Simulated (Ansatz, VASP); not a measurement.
**Ta2H5: VASP beside Ansatz**

```
Ta H
1.0
     3.89177    0.00000    0.00000
     0.00000    3.89177    0.00000
     0.00000    0.00000    3.74440
Ta H
2 5
Direct
  0.50000 0.00000 0.50000
  0.00000 0.50000 0.50000
  0.50000 0.00000 0.00000
  0.00000 0.50000 0.00000
  0.00000 0.00000 0.26117
  0.00000 0.00000 0.73883
  0.50000 0.50000 0.00000
```

Alike in both runs: functional PBE; k mesh 10 × 10 × 10; occupations gaussian, width 0.1 eV; no spin polarisation.

Ansatz relaxed the structure, and its values are those at the end. VASP's run is a single point on that final structure, the one shown.

|  | VASP | Ansatz |
| --- | --- | --- |
| version | VASP 6.6.1 | Ansatz 0.2.0 |
| potentials or method | VASP PAW PBE potentials, release 64 (Ta_pv, H), cutoff 520 eV | scalar-relativistic, plane waves, PAW |
| valence electrons in the cell | 27 | 31 |

|  | VASP | Ansatz | Ansatz less VASP |
| --- | --- | --- | --- |
| gap on the k mesh at the Fermi level (eV) | none | none | - |
| pressure (GPa) | 0.0 | 0.0 | -0.01 |

A gap of «none» marks a metal or a gap that the smearing closes. The functional is the same, so the differences come from potentials, cutoffs and numerics. VASP's potentials hold 27 valence electrons a cell and Ansatz's 31, so a difference there can come from the potentials and not from the codes.

Spin-orbit coupling is off throughout.
